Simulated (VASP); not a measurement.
# CdHg3S4 (P3m1) in VASP: further runs

CdHg3S4 is run at these levels: PBE; tasks: single point, relaxation of cell and atoms.

All numbers are computed with VASP 6.6.1; they aren't measurements. Logs are shortened: lines on timing, memory, paths and dates and some standing lists are left out, and cuts for length are marked.

### Step 1. The cell of the first run

The structure is trigonal, space group P3m1 (No. 156). Conventional cell: a = 4.138 Å, b = 4.138 Å, c = 13.458 Å, α = 90.00°, β = 90.00°, γ = 120.00°. Cd (site symmetry 3m) has 4 S at 2.53 Å within 3.3 Å. Hg (site symmetry 3m) has 4 S at 2.53 Å within 3.3 Å. Within 3.3 Å of Hg (site symmetry 3m) lie 4 S at 2.53 Å. Within 3.3 Å of Hg (site symmetry 3m) lie 4 S at 2.53 Å. Within 3.3 Å of S (site symmetry 3m) lie 4 Hg at 2.53 Å. Within 3.3 Å of S (site symmetry 3m) lie 3 Cd at 2.53 Å and 1 Hg at 2.53 Å. Within 3.3 Å of S (site symmetry 3m) lie 3 Hg at 2.53 Å and 1 Cd at 2.53 Å. Within 3.3 Å of S (site symmetry 3m) lie 4 Hg at 2.53 Å.

### Step 2. Single point, PBE

Input file INCAR:

```
SYSTEM = CdHg3S4
PREC = Accurate ; ENCUT = 520
EDIFF = 1E-7 ; ISMEAR = 0
SIGMA = 0.1 ; LREAL = .FALSE.
LASPH = .TRUE. ; NELM = 80
ALGO = Normal ; ISIF = 2
LWAVE = .FALSE. ; LCHARG = .FALSE.
GGA = PE ; NBANDS = 46
```

Input file KPOINTS:

```
Automatic mesh
0
G
  6 6 2
  0 0 0
```

Input file POSCAR:

```
CdHg3S4
1.0
    4.1377092100      0.0000000000      0.0000000000
   -2.0688546000      3.5833612900      0.0000000000
    0.0000000000      0.0000000000     13.4579875100
Cd Hg S
1 3 4
Direct
    0.3333333300      0.6666666700      0.0001121800
    0.6666666700      0.3333333300      0.2501121800
    0.6666666700      0.3333333300      0.7501121800
    0.3333333300      0.6666666700      0.5001121800
    0.6666666700      0.3333333300      0.4383878100
    0.6666666700      0.3333333300      0.9383878100
    0.3333333300      0.6666666700      0.1883878100
    0.3333333300      0.6666666700      0.6883878100
```

Potentials or basis: VASP PAW PBE potentials, release 64 (Cd, Hg, S).

The run is started by

```console
cat potpaw_PBE.64/Cd/POTCAR potpaw_PBE.64/Hg/POTCAR potpaw_PBE.64/S/POTCAR > POTCAR
mpirun -np 1 vasp_std > vasp.out
```

OUTCAR:

```text
SYSTEM = CdHg3S4
   PREC = Accurate
   ENCUT = 520
   EDIFF = 1E-7
   ISMEAR = 0
   LREAL = .FALSE.
   LASPH = .TRUE.
   NELM = 80
   ISIF = 2
   GGA = PE

 ion  position               nearest neighbor table
   1  0.333  0.667  0.000-   6 2.53   6 2.53   6 2.53   7 2.53
   2  0.667  0.333  0.250-   7 2.53   7 2.53   7 2.53   5 2.53
   3  0.667  0.333  0.750-   8 2.53   8 2.53   8 2.53   6 2.53
   4  0.333  0.667  0.500-   5 2.53   5 2.53   5 2.53   8 2.53
   5  0.667  0.333  0.438-   4 2.53   4 2.53   4 2.53   2 2.53
   6  0.667  0.333  0.938-   1 2.53   1 2.53   1 2.53   3 2.53
   7  0.333  0.667  0.188-   2 2.53   2 2.53   2 2.53   1 2.53
   8  0.333  0.667  0.688-   3 2.53   3 2.53   3 2.53   4 2.53

  LATTYP: Found a hexagonal cell.
 ALAT       =     4.1377092100
 C/A-ratio  =     3.2525213414

  Lattice vectors:

 A1 = (   4.1377092100,   0.0000000000,   0.0000000000)
 A2 = (  -2.0688546000,   3.5833612900,   0.0000000000)
 A3 = (   0.0000000000,   0.0000000000,  13.4579875100)

Analysis of symmetry for initial positions (statically):
=====================================================================
 Subroutine PRICEL returns:
 Original cell was already a primitive cell.

 Routine SETGRP: Setting up the symmetry group for a
 hexagonal supercell.

 Subroutine GETGRP returns: Found  6 space group operations
 (whereof  6 operations were pure point group operations)
 out of a pool of 24 trial point group operations.

The static configuration has the point symmetry C_3v.

Analysis of symmetry for dynamics (positions and initial velocities):
=====================================================================
 Subroutine PRICEL returns:
 Original cell was already a primitive cell.

 Routine SETGRP: Setting up the symmetry group for a
 hexagonal supercell.

 Subroutine GETGRP returns: Found  6 space group operations
 (whereof  6 operations were pure point group operations)
 out of a pool of 24 trial point group operations.

The dynamic configuration has the point symmetry C_3v.

 Subroutine INISYM returns: Found  6 space group operations
 (whereof  6 operations are pure point group operations),
 and found     1 'primitive' translations

----------------------------------------------------------------------------------------

                                     Primitive cell

  volume of cell :     199.5403

  direct lattice vectors                    reciprocal lattice vectors
[... 93 lines left out ...]
   NFREE  =      0    steps in history (QN), initial steepest desc. (CG)
   ISIF   =      2    stress and relaxation
   ISYM   =      2    0-nonsym 1-usesym 2-fastsym
   POTIM  = 0.5000    time-step for ionic-motion
   TEBEG  =    0.0;   TEEND  =   0.0 temperature during run
   PSTRESS=    0.0 pullay stress
   NELECT =      72.0000    total number of electrons
   NUPDOWN=      -1.0000    fix difference up-down
   EMIN   =  10.00;   EMAX   =-10.00  energy-range for DOS
   EFERMI =   0.00;   METHOD = LEGACY
   ISMEAR =     0;   SIGMA  =   0.10  broadening in eV -4-tet -1-fermi 0-gaus
   EFERMI_NEDOS =   21; number of points for ismear=-14 and -15
   IALGO  =     38    algorithm
   IMIX   =      4    mixing-type and parameters
     AMIX     =   0.40;   BMIX     =  1.00
     AMIX_MAG =   1.60;   BMIX_MAG =  1.00
  volume/ion in A,a.u.               =      24.94       168.32
  Fermi-wavevector in a.u.,A,eV,Ry     =   1.165491  2.202458 18.481723  1.358368
  Thomas-Fermi vector in A             =   2.302016
   LORBIT       =      0    0 simple, 1 ext, 2 COOP (PROOUT), +10 PAW based schemes
   GGA     = PE    functional components
   LHFCALC =     F    Hartree Fock is set to
   AEXX    =    0.0000 exact exchange contribution
   IVDW    =     0    specifies the selected vdW correction
   LEPSILON=     F    determine dielectric tensor
   LRPA    =     F    only Hartree local field effects (RPA)
 non-spin polarized calculation
 Gauss-broadening in eV      SIGMA  =   0.10
  energy-cutoff  :      520.00
  volume of cell :      199.54
 maximum number of plane-waves:      5409
 NGX is ok and might be reduce to    32
   NGX = 15   NGY = 15   NGZ = 51

 number of electron      72.0000004 magnetization

 Free energy of the ion-electron system (eV)
  ---------------------------------------------------
  ext. energy  EPLUGINS =         0.00000000
  ---------------------------------------------------
  free energy    TOTEN  =       -19.57308369 eV

  energy without entropy =      -19.57056434  energy(sigma->0) =      -19.57182402

 E-fermi :   2.0349     XC(G=0):  -9.2635

 val. band max:        2.0063284977   @ k =   0.0000   0.0000   0.0000
 cond. band min:       2.9736868050   @ k =   0.0000   0.0000   0.5000
 fundamental gap:      0.9673583073
 Fermi energy:         2.0348994561

 k-point     1 :       0.0000    0.0000    0.0000
  band No.  band energies     occupation
      1     -11.1723      2.00000
      2     -10.9294      2.00000
      3     -10.8130      2.00000
      4     -10.5391      2.00000
      5      -6.0996      2.00000
      6      -6.0996      2.00000
[... 675 lines left out ...]
     45       8.3346      0.00000
     46       8.4459      0.00000

------------------------ aborting loop because EDIFF is reached ----------------------------------------

  FORCE on cell =-STRESS in cart. coord.  units (eV):
  Direction    XX          YY          ZZ          XY          YZ          ZX
  --------------------------------------------------------------------------------------
  -------------------------------------------------------------------------------------
  Total        5.3968042      5.3968042      5.7082823      0.0000000      0.0000000      0.0000000
  in kB       43.3327806     43.3327807     45.8337446      0.0000001      0.0000000      0.0000000
  external PRESSURE =      44.1664353 kB  Pullay stress =       0.0000000 kB

 VOLUME and BASIS-vectors are now :
 -----------------------------------------------------------------------------
  energy-cutoff  :      520.00
  volume of cell :      199.54
      direct lattice vectors                 reciprocal lattice vectors
     4.137709210  0.000000000  0.000000000     0.241679623  0.139533795  0.000000000
    -2.068854600  3.583361290  0.000000000     0.000000000  0.279067590  0.000000000
     0.000000000  0.000000000 13.457987510     0.000000000  0.000000000  0.074305315

 POSITION                                       TOTAL-FORCE (eV/Angst)
 -----------------------------------------------------------------------------------
     -0.00000      2.38891      0.00151         0.000000      0.000000     -0.038899
      2.06885      1.19445      3.36601         0.000000      0.000000     -0.020687
      2.06885      1.19445     10.09500        -0.000000      0.000000      0.018602
     -0.00000      2.38891      6.73050         0.000000     -0.000000     -0.009322
      2.06885      1.19445      5.89982        -0.000000      0.000000      0.001694
      2.06885      1.19445     12.62881        -0.000000      0.000000      0.193279
     -0.00000      2.38891      2.53532        -0.000000      0.000000     -0.138011
     -0.00000      2.38891      9.26431         0.000000     -0.000000     -0.006657
 -----------------------------------------------------------------------------------
    total drift:                               -0.000000      0.000000     -0.001181

  FREE ENERGIE OF THE ION-ELECTRON SYSTEM (eV)
  ---------------------------------------------------
  free  energy   TOTEN  =       -19.5730836877 eV

  energy  without entropy=      -19.5705643450  energy(sigma->0) =      -19.57182402
```

OSZICAR:

```text
N       E                     dE             d eps       ncg     rms          rms(c)
DAV:   1     0.544827346456E+03    0.54483E+03   -0.34371E+04  1288   0.143E+03
DAV:   2     0.149096332522E+02   -0.52992E+03   -0.51339E+03  1404   0.355E+02
DAV:   3    -0.209514960212E+02   -0.35861E+02   -0.35600E+02  1550   0.893E+01
DAV:   4    -0.214831664266E+02   -0.53167E+00   -0.53059E+00  1460   0.108E+01
DAV:   5    -0.214935941745E+02   -0.10428E-01   -0.10426E-01  1538   0.150E+00    0.202E+01
DAV:   6    -0.195688510971E+02    0.19247E+01   -0.41118E+00  1718   0.176E+01    0.153E+01
DAV:   7    -0.196615437742E+02   -0.92693E-01   -0.27300E+00  1426   0.698E+00    0.347E+00
DAV:   8    -0.195705117723E+02    0.91032E-01   -0.53029E-01  1592   0.527E+00    0.140E+00
DAV:   9    -0.195729827013E+02   -0.24709E-02   -0.56592E-02  1432   0.176E+00    0.447E-01
DAV:  10    -0.195729380077E+02    0.44694E-04   -0.24250E-03  1518   0.370E-01    0.985E-02
DAV:  11    -0.195730346094E+02   -0.96602E-04   -0.42882E-04  1420   0.115E-01    0.380E-02
DAV:  12    -0.195730675711E+02   -0.32962E-04   -0.55398E-05  1440   0.492E-02    0.282E-02
DAV:  13    -0.195730830319E+02   -0.15461E-04   -0.25428E-05  1432   0.359E-02    0.651E-03
DAV:  14    -0.195730831897E+02   -0.15781E-06   -0.21528E-06  1554   0.863E-03    0.576E-03
DAV:  15    -0.195730836034E+02   -0.41362E-06   -0.31594E-07  1160   0.220E-03    0.428E-03
DAV:  16    -0.195730836877E+02   -0.84380E-07   -0.20084E-07  1110   0.215E-03
   1 F= -.19573084E+02 E0= -.19571824E+02  d E =-.251934E-02
```

It took 89 s on 1 thread of AMD EPYC 9R45 (Zen 5), shared host; peak memory 0.34 GiB.

Results:

```yaml
Free_energy: -19.5731 eV
Pressure: 4.4 GPa
Largest_force: 0.193 eV/Å
Band_gap_on_the_k_mesh: zero (filled and empty bands touch)
```

Forces in eV/Å, atoms in the order of the input:
```
Cd   0.000  0.000 -0.039
Hg   0.000  0.000 -0.021
Hg   0.000  0.000  0.019
Hg   0.000  0.000 -0.009
S    0.000  0.000  0.002
S    0.000  0.000  0.193
S    0.000  0.000 -0.138
S    0.000  0.000 -0.007
```

Levels at points of the mesh, in eV from the Fermi level:
```csv
k point,band 32,band 33,band 34,band 35,band 36,band 37,band 38,band 39,band 40,band 41
"(0.00, 0.00, 0.00)",-0.45,-0.45,-0.18,-0.07,-0.03,-0.03,1.47,1.56,2.20,5.56
"(0.50, 0.00, 0.00)",-1.75,-1.63,-1.60,-1.49,-1.00,2.44,2.47,2.76,3.30,4.75
"(0.00, 0.00, 0.50)",-0.79,-0.28,-0.28,-0.10,-0.10,0.94,1.12,1.52,2.13,5.70
"(0.50, 0.00, 0.50)",-2.10,-1.46,-1.30,-1.28,-1.15,2.22,2.47,2.91,3.34,4.95
```

Caveat: spin-orbit coupling is left out, which moves the levels of the heavy elements.

### Step 3. Single point, PBE

This run uses another cell than the first one, of 26.72 Å³/atom, 1.071 times its volume.

Input file INCAR:

```
SYSTEM = CdHg3S4
PREC = Accurate
ENCUT = 520
EDIFF = 1E-6
ISMEAR = 0
SIGMA = 0.1
LREAL = .FALSE.
LASPH = .TRUE.
NELM = 80
ALGO = Normal
ISIF = 2
LWAVE = .FALSE.
LCHARG = .FALSE.
GGA = PE
NBANDS = 46
```

KPOINTS is that of step 2.

Input file POSCAR:

```
CdHg3S4
1.0
    4.2302978343     -0.0000000030      0.0000000000
   -2.1151489146      3.6635453916      0.0000000000
    0.0000000000      0.0000000000     13.7930116336
Cd Hg S
1 3 4
Direct
    0.3333333333      0.6666666667     -0.0005241610
    0.6666666667      0.3333333333      0.2490590630
    0.6666666667      0.3333333333      0.7518494907
    0.3333333333      0.6666666667      0.5001795106
    0.6666666667      0.3333333333      0.4376134652
    0.6666666667      0.3333333333      0.9404307004
    0.3333333333      0.6666666667      0.1866302883
    0.3333333333      0.6666666667      0.6887616029
```

Potentials or basis: VASP PAW PBE potentials, release 64 (Cd, Hg, S).

The run is started by

```console
cat potpaw_PBE.64/Cd/POTCAR potpaw_PBE.64/Hg/POTCAR potpaw_PBE.64/S/POTCAR > POTCAR
mpirun -np 1 vasp_std > vasp.out
```

Run time: 93 s. Hardware: 1 thread of AMD EPYC 9R45 (Zen 5), shared host; peak memory 0.35 GiB.

Results (log left out):

```
Free energy            : -19.7760 eV
Pressure               : 0.2 GPa
Largest force          : 0.007 eV/Å
Band gap on the k mesh : zero (filled and empty bands touch)
```

Forces on the atoms (eV/Å):
```
Cd   0.000  0.000 -0.006
Hg   0.000  0.000 -0.002
Hg   0.000  0.000  0.001
Hg   0.000  0.000  0.000
S    0.000  0.000 -0.001
S    0.000  0.000  0.007
S    0.000  0.000 -0.002
S    0.000  0.000  0.001
```

Levels at points of the mesh, in eV from the Fermi level:
```tsv
k point	band 32	band 33	band 34	band 35	band 36	band 37	band 38	band 39	band 40	band 41
(0.00, 0.00, 0.00)	-0.39	-0.39	-0.23	-0.10	-0.03	-0.03	1.46	1.50	2.11	5.56
(0.50, 0.00, 0.00)	-1.55	-1.43	-1.42	-1.32	-0.87	2.35	2.38	2.70	3.30	4.76
(0.00, 0.00, 0.50)	-0.68	-0.25	-0.25	-0.09	-0.09	0.85	1.04	1.52	2.06	5.79
(0.50, 0.00, 0.50)	-1.83	-1.29	-1.15	-1.12	-0.99	2.14	2.40	2.85	3.33	4.91
```

Caveat: spin-orbit coupling is left out, which moves the levels of the heavy elements.

### Step 4. Relaxation of cell and atoms, PBE

Input file INCAR:

```
SYSTEM = CdHg3S4
ALGO = Normal
EDIFF = 1E-6
EDIFFG = -0.04
ENCUT = 600
GGA = PE
IBRION = 2
ISIF = 3
ISMEAR = 0
LASPH = .TRUE.
LCHARG = .FALSE.
LREAL = .FALSE.
LWAVE = .FALSE.
NELM = 100
NSW = 90
PREC = Accurate
SIGMA = 0.1
```

Input file KPOINTS:

```
k-points
0
G
  6 6 2
  0 0 0
```

Input file POSCAR:

```
CdHg3S4
1.0
    4.1377092100      0.0000000000      0.0000000000
   -2.0688546000      3.5833612900      0.0000000000
    0.0000000000      0.0000000000     13.4579875100
Cd Hg S
1 3 4
Direct
    0.3333333300      0.6666666700      0.0001121800
    0.6666666700      0.3333333300      0.2501121800
    0.6666666700      0.3333333300      0.7501121800
    0.3333333300      0.6666666700      0.5001121800
    0.6666666700      0.3333333300      0.4383878100
    0.6666666700      0.3333333300      0.9383878100
    0.3333333300      0.6666666700      0.1883878100
    0.3333333300      0.6666666700      0.6883878100
```

The run is started by

```console
cat potpaw_PBE.64/Cd/POTCAR potpaw_PBE.64/Hg/POTCAR potpaw_PBE.64/S/POTCAR > POTCAR
mpirun -np 1 vasp_std > vasp.out
```

Wall time 8.6 min (1 thread of AMD EPYC 9R45 (Zen 5), shared host); peak memory 0.45 GiB.

The run converged. Its results:

| Item | Value |
| --- | --- |
| Free energy | -19.7738 eV |
| Relaxed volume | 26.79 Å³/atom |
| Relaxed cell | a = 4.235 Å, b = 4.235 Å, c = 13.800 Å, α = 90.00°, β = 90.00°, γ = 120.00° |
| Space group after relaxing (to 0.05 Å) | P3m1 (No. 156) |
| Energy gained by relaxing | 25.0 meV/atom |
| Ionic steps | 8 |
| Pressure after relaxing | 0.1 GPa |
| Largest force after relaxing | 0.030 eV/Å |
| Band gap on the k mesh | zero (filled and empty bands touch) |

Forces on the atoms (eV/Å):
```
Cd   0.000  0.000 -0.006
Hg   0.000  0.000 -0.026
Hg   0.000  0.000  0.030
Hg   0.000  0.000  0.000
S    0.000  0.000 -0.016
S    0.000  0.000 -0.011
S    0.000  0.000  0.009
S    0.000  0.000  0.021
```

Step by step:
```
step  energy change (eV)  largest force (eV/Å)  pressure (GPa)  volume (Å³)
   1              0.0000                0.1933            4.45       199.54
   2             -0.1763                0.0861           -1.21       220.21
   3             -0.1974                0.1064            0.00       214.69
   4             -0.1974                0.1052           -0.08       215.00
   5             -0.1983                0.0695           -0.07       214.98
   6             -0.1992                0.0700           -0.06       214.92
   7             -0.1998                0.0402            0.05       214.48
   8             -0.1999                0.0302            0.08       214.33
```

Final structure:
```xyz
8
Lattice="4.2348 0.0000 0.0000 -2.1174 3.6674 0.0000 0.0000 0.0000 13.8005" Properties=species:S:1:pos:R:3 pbc="T T T"
Cd    0.0000    2.4450   13.7930
Hg    2.1174    1.2225    3.4447
Hg    2.1174    1.2225   10.3679
Hg    0.0000    2.4450    6.9008
S     2.1174    1.2225    6.0454
S     2.1174    1.2225   12.9775
S     0.0000    2.4450    2.5774
S     0.0000    2.4450    9.5009
```

Levels at points of the mesh, in eV from the Fermi level:
```
           k point  band 32  band 33  band 34  band 35  band 36  band 37  band 38  band 39  band 40  band 41
(0.00, 0.00, 0.00)    -0.38    -0.38    -0.23    -0.10    -0.03    -0.03     1.44     1.50     2.11     5.56
(0.50, 0.00, 0.00)    -1.54    -1.42    -1.40    -1.31    -0.87     2.35     2.38     2.70     3.31     4.76
(0.00, 0.00, 0.50)    -0.68    -0.24    -0.24    -0.09    -0.09     0.84     1.05     1.50     2.07     5.80
(0.50, 0.00, 0.50)    -1.83    -1.27    -1.14    -1.11    -1.00     2.15     2.40     2.84     3.34     4.92
```

Caveat: spin-orbit coupling is left out, which moves the levels of the heavy elements.

### Step 5. Single point, PBE

This run uses another cell than the first one, of 26.68 Å³/atom, 1.070 times its volume.

Input file INCAR:

```
PREC = Accurate
ENCUT = 520
EDIFF = 1E-7
ISMEAR = 0
SIGMA = 0.1
LREAL = F
LASPH = T
NELM = 100
ALGO = Normal
ISIF = 2
LWAVE = F
LCHARG = F
GGA = PE
NBANDS = 46
```

Input file KPOINTS:

```
regular mesh
0
Gamma
  12 12 4
```

Input file POSCAR:

```
CdHg3S4
1.0
    4.2285854297      0.0000000000      0.0000000000
   -2.1142927149      3.6620624042      0.0000000000
    0.0000000000      0.0000000000     13.7838711620
Cd Hg S
1 3 4
Direct
    0.3333333333      0.6666666667      0.9993843068
    0.6666666667      0.3333333333      0.2490037314
    0.6666666667      0.3333333333      0.7518531425
    0.3333333333      0.6666666667      0.5001286716
    0.6666666667      0.3333333333      0.4376256086
    0.6666666667      0.3333333333      0.9405440505
    0.3333333333      0.6666666667      0.1865652774
    0.3333333333      0.6666666667      0.6888951714
```

The run is started by

```console
cat potpaw_PBE.64/Cd/POTCAR potpaw_PBE.64/Hg/POTCAR potpaw_PBE.64/S/POTCAR > POTCAR
mpirun -np 1 vasp_std > vasp.out
```

Run time: 8.8 min. Hardware: 1 thread of AMD EPYC 9R45 (Zen 5), shared host; peak memory 0.68 GiB.

It converged, with:

```
Free energy            : -19.7856 eV
Pressure               : 0.3 GPa
Largest force          : 0.005 eV/Å
Band gap on the k mesh : zero (filled and empty bands touch)
```

Forces on the atoms (eV/Å):
```
Cd   0.000  0.000 -0.004
Hg   0.000  0.000 -0.002
Hg   0.000  0.000 -0.002
Hg   0.000  0.000 -0.002
S    0.000  0.000  0.003
S    0.000  0.000  0.001
S    0.000  0.000  0.005
S    0.000  0.000  0.001
```

Levels at points of the mesh, in eV from the Fermi level:
| k point | band 33 | band 34 | band 35 | band 36 | band 37 | band 38 | band 39 | band 40 |
| --- | --- | --- | --- | --- | --- | --- | --- | --- |
| (0.00, 0.00, 0.00) | -0.44 | -0.28 | -0.15 | -0.08 | -0.08 | 1.41 | 1.45 | 2.05 |
| (0.50, 0.00, 0.00) | -1.48 | -1.47 | -1.37 | -0.93 | 2.30 | 2.34 | 2.65 | 3.25 |
| (0.00, 0.00, 0.50) | -0.30 | -0.30 | -0.14 | -0.14 | 0.80 | 0.99 | 1.47 | 2.00 |
| (0.50, 0.00, 0.50) | -1.34 | -1.20 | -1.18 | -1.05 | 2.10 | 2.35 | 2.80 | 3.28 |

Caveat: spin-orbit coupling is left out, which moves the levels of the heavy elements.

### Step 6. Overview

| task | cell | k mesh | cutoff (eV) | gap on the mesh (eV) | pressure (GPa) | largest force (eV/Å) |
| --- | --- | --- | --- | --- | --- | --- |
| single point | a = 4.138, b = 4.138, c = 13.458 Å, angles 90.0, 90.0, 120.0°, 8 atoms | 6 × 6 × 2 | 520 | none | 4.4 | 0.19 |
| single point | a = 4.230, b = 4.230, c = 13.793 Å, angles 90.0, 90.0, 120.0°, 8 atoms | 6 × 6 × 2 | 520 | none | 0.2 | 0.01 |
| relaxation of cell and atoms | relaxed from a = 4.138, b = 4.138, c = 13.458 Å, angles 90.0, 90.0, 120.0°, 8 atoms | 6 × 6 × 2 | 600 | none | 0.1 | 0.03 |
| single point | a = 4.229, b = 4.229, c = 13.784 Å, angles 90.0, 90.0, 120.0°, 8 atoms | 12 × 12 × 4 | 520 | none | 0.3 | - |

Alike in all rows: level PBE; potentials or basis VASP PAW PBE potentials, release 64 (Cd, Hg, S); no spin polarisation; smearing gaussian 0.1 eV.

Caveats: spin-orbit coupling is left out, which moves the levels of the heavy elements.

Total energies depend on the potentials used, so only differences within one code and one set of settings carry meaning.
